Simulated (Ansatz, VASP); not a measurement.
## SrNi3: VASP beside Ansatz

The input POSCAR:

```
SrNi3
1.0
    3.9946464758      0.0000000000      0.0000000000
    0.0000000000      3.9946464758      0.0000000000
    0.0000000000      0.0000000000      3.9946464758
Sr Ni
1 3
Direct
    0.0000000000      0.0000000000      0.0000000000
    0.0000000000      0.5000000000      0.5000000000
    0.5000000000      0.5000000000      0.0000000000
    0.5000000000      0.0000000000      0.5000000000
```

File INCAR.step1:

```
PREC = Accurate
ENCUT = 520
ISMEAR = 0
SIGMA = 0.05
LREAL = False
LASPH = True
NELM = 150
ISPIN = 2
MAGMOM = 0 0.8 0.8 0.8
LMAXMIX = 4
NBANDS = 32
GGA = PE
ALGO = Normal
EDIFF = 1E-4
LWAVE = True
LCHARG = False
```

The input INCAR.step2:

```
PREC = Accurate
ENCUT = 520
EDIFF = 1E-6
ISMEAR = 0
SIGMA = 0.05
LREAL = False
LASPH = True
NELM = 150
ALGO = Normal
ISIF = 2
LWAVE = False
LCHARG = True
ISPIN = 2
MAGMOM = 0 0.8 0.8 0.8
LORBIT = 11
LMAXMIX = 4
METAGGA = R2SCAN
LMIXTAU = True
LELF = True
LVHAR = True
NBANDS = 32
ISTART = 1
```

File KPOINTS:

```
regular mesh
0
Gamma
  8 8 8
```

Input for Ansatz:

```yaml
crystal:
  lattice:
    - [3.9946464758, 0.0, 0.0]
    - [0.0, 3.9946464758, 0.0]
    - [0.0, 0.0, 3.9946464758]
  atoms:
    - { symbol: Sr, position: [0.0, 0.0, 0.0] }
    - { symbol: Ni, position: [0.0, 0.5, 0.5], spin: 0.8 }
    - { symbol: Ni, position: [0.5, 0.5, 0.0], spin: 0.8 }
    - { symbol: Ni, position: [0.5, 0.0, 0.5], spin: 0.8 }
basis:
  ecutwfc: 500
  ecutrho_ratio: 4
kpoints:
  mp_grid: { grid: [8, 8, 8] }
hamiltonian:
  xc: r2scan
scf:
  occupations: { method: gaussian, width: 0.05 }
output:
  forces: true
  stress: true
  eigenvalues: true
  populations: true
  write_density: true
  write_potential: true
  elf: true
  volumetric_format: npy
magnetization:
  spin_polarized: true
```

Alike in both runs: task single point; functional r2SCAN; k mesh 8 × 8 × 8; occupations gaussian, width 0.05 eV; collinear spin.

|  | VASP | Ansatz |
| --- | --- | --- |
| version | VASP 6.6.1 | Ansatz 0.2.0 |
| potentials or method | VASP PAW PBE potentials, release 64 (Sr_sv, Ni), cutoff 520 eV | scalar-relativistic, plane waves, PAW |
| valence electrons in the cell | 40 | 64 |

```tsv
	VASP	Ansatz	Ansatz less VASP
gap on the k mesh at the Fermi level (eV)	none	none	-
pressure (GPa)	-2.2	-2.7	-0.48
net moment per atom (μB)	0.27	0.27	0.000
size of the moment on the site where the two differ most (μB)	0.46	0.47	+0.011
```

VASP's potentials were made for PBE, not for r2SCAN. Site moments also hang on the region over which each program counts them. A gap of «none» marks a metal or a gap that the smearing closes. With one functional, cell and mesh, what is left measures potentials, basis and numerics. VASP's potentials hold 40 valence electrons a cell and Ansatz's 64, so a difference there can come from the potentials and not from the codes. Ansatz's warnings: stability check not made.
